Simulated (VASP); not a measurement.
Be2H3:

```xyz
5
Lattice="1.7842 1.0301 3.2599 -1.7842 1.0301 3.2599 0.0000 -2.0602 3.2599" Properties=species:S:1:pos:R:3 pbc="T T T"
Be    0.0000    0.0000    5.5996
Be    0.0000    0.0000    3.7949
H    -0.5629    0.3250    1.2702
H     0.0000   -0.6499    1.2702
H     0.5629    0.3250    1.2702
```

* Program: VASP 6.6.1
* Task: relaxation of cell and atoms
* Functional: PBE
* Potentials or basis: VASP PAW PBE potentials, release 64 (Be, H)
* Cutoff: 600 eV
* k mesh: 6 × 6 × 6
* Occupations: gaussian, width 0.1 eV
* Spin: no spin polarisation

At the start: pressure -1.8 GPa; volume 7.19 Å³/atom.

Q: How do energy, volume and symmetry change on relaxing?

A: Over 36 steps the energy falls by 289.9 meV/atom and the volume is 5.72 Å³/atom (-20.5 %); space group R-3m (No. 166, to 0.05 Å).

Step by step:
```tsv
step	energy change (eV)	largest force (eV/Å)	pressure (GPa)	volume (Å³)
1	0.0000	2.9028	-1.83	35.95
2	-0.5980	0.7171	-8.25	35.47
3	-0.6237	1.0452	-9.00	35.28
4	-0.8484	1.1719	-6.96	33.05
5	-1.1628	1.2348	8.43	26.88
6	-1.2819	0.2986	9.87	26.65
7	-1.2838	0.1411	9.58	26.68
8	-1.3499	0.1060	2.89	28.31
9	-1.3581	0.1223	-0.31	29.27
10	-1.3582	0.1159	-0.07	29.19
11	-1.3607	0.0554	-0.08	29.24
12	-1.3617	0.1116	-0.07	29.30
13	-1.3631	0.0692	-0.14	29.32
14	-1.3632	0.0905	-0.17	29.33
15	-1.3647	0.0920	-0.16	29.29
16	-1.3706	0.0978	-0.09	29.18
17	-1.3856	0.2384	0.21	28.95
18	-1.4001	0.5963	1.64	28.48
19	-1.4009	0.4892	1.12	28.61
20	-1.4012	0.5253	1.29	28.57
21	-1.4013	0.5263	1.30	28.57
22	-1.4018	0.5292	1.33	28.56
23	-1.4025	0.5351	1.38	28.54
24	-1.4036	0.5520	1.51	28.50
25	-1.4038	0.6288	1.81	28.41
26	-1.4062	0.6174	1.74	28.42
27	-1.4133	0.5918	1.54	28.42
28	-1.4266	0.5268	1.21	28.44
29	-1.4377	0.3475	0.86	28.46
30	-1.4380	0.3709	0.88	28.46
31	-1.4414	0.2941	0.67	28.49
32	-1.4475	0.0951	0.07	28.58
33	-1.4483	0.0739	-0.21	28.63
34	-1.4483	0.0724	-0.23	28.63
35	-1.4487	0.0598	-0.17	28.62
36	-1.4496	0.0220	-0.01	28.58
```

Final structure:
```xyz
5
Lattice="1.4948 0.8630 3.6920 -1.4948 0.8630 3.6920 0.0000 -1.7261 3.6920" Properties=species:S:1:pos:R:3 pbc="T T T"
Be    0.0000    0.0000    6.2629
Be    0.0000    0.0000    4.1580
H     0.7509   -0.4336    8.8955
H     0.0000    0.8671    8.8955
H    -0.7509   -0.4336    8.8955
```

Caveat: the volume moved by over 15 % at a fixed basis, so the end points are rough.
